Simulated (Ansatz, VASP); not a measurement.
One calculation of In2Bi, two programs

File INCAR:

```
SYSTEM = In2Bi
  PREC = Accurate
  ENCUT = 600
  EDIFF = 1E-6
  ISMEAR = 0
  SIGMA = 0.1
  LREAL = .False.
  LASPH = .True.
  NELM = 60
  ALGO = Fast
  ISIF = 3
  LWAVE = .False.
  LCHARG = .False.
  IBRION = 2
  NSW = 70
  EDIFFG = -0.005
```

The input KPOINTS:

```
Automatic mesh
0
Gamma
  9 9 12
  0 0 0
```

POSCAR

```
In2Bi
1.0
    5.6064426785      0.0000000000      0.0000000000
   -2.8032213392      4.8553217845      0.0000000000
    0.0000000000      0.0000000000      3.2984041776
In Bi
2 1
Direct
    0.0000000000      0.0000000000      0.5000000000
    0.3333333333      0.6666666667      0.0000000000
    0.6666666667      0.3333333333      0.5000000000
```

Input for Ansatz:

```yaml
crystal:
  lattice:
    - [5.6064426785, 0.0, 0.0]
    - [-2.8032213392, 4.8553217845, 0.0]
    - [0.0, 0.0, 3.2984041776]
  atoms:
    - { symbol: In, position: [0.0, 0.0, 0.5] }
    - { symbol: In, position: [0.3333333333, 0.6666666667, 0.0] }
    - { symbol: Bi, position: [0.6666666667, 0.3333333333, 0.5] }
basis:
  ecutwfc: 420
kpoints:
  mp_grid: { grid: [9, 9, 12] }
hamiltonian:
  xc: lda
scf:
  occupations: { method: gaussian, width: 0.1 }
output:
  forces: true
  stress: true
  eigenvalues: true
relax:
  adjacent_minimum: "off"
  f_tol: 0.005
  max_steps: 50
  cell: { stress_tol: 0.05 }
```

Alike in both runs: task relaxation of cell and atoms; functional LDA; k mesh 9 × 9 × 12; occupations gaussian, width 0.1 eV; no spin polarisation.

|  | VASP | Ansatz |
| --- | --- | --- |
| version | VASP 6.6.1 | Ansatz 0.2.0 |
| potentials or method | VASP PAW LDA potentials, release 64 (In_d, Bi_d), cutoff 600 eV | scalar-relativistic, plane waves, PAW |
| valence electrons in the cell | 41 | 41 |

```csv
,VASP,Ansatz,Ansatz less VASP
"gap on the k mesh at the Fermi level, each at its own relaxed structure (eV)",none,none,-
relaxed volume (Å³/atom),27.18,27.13,-0.047
relaxed length of the cell vector where the two differ most in proportion (Å),5.433,5.430,-0.0035
```

LDA's correlation is that of Perdew and Zunger in VASP and of Perdew and Wang (1992) in Ansatz. A gap of «none» marks a metal or a gap that the smearing closes.

Spin-orbit coupling is off throughout.
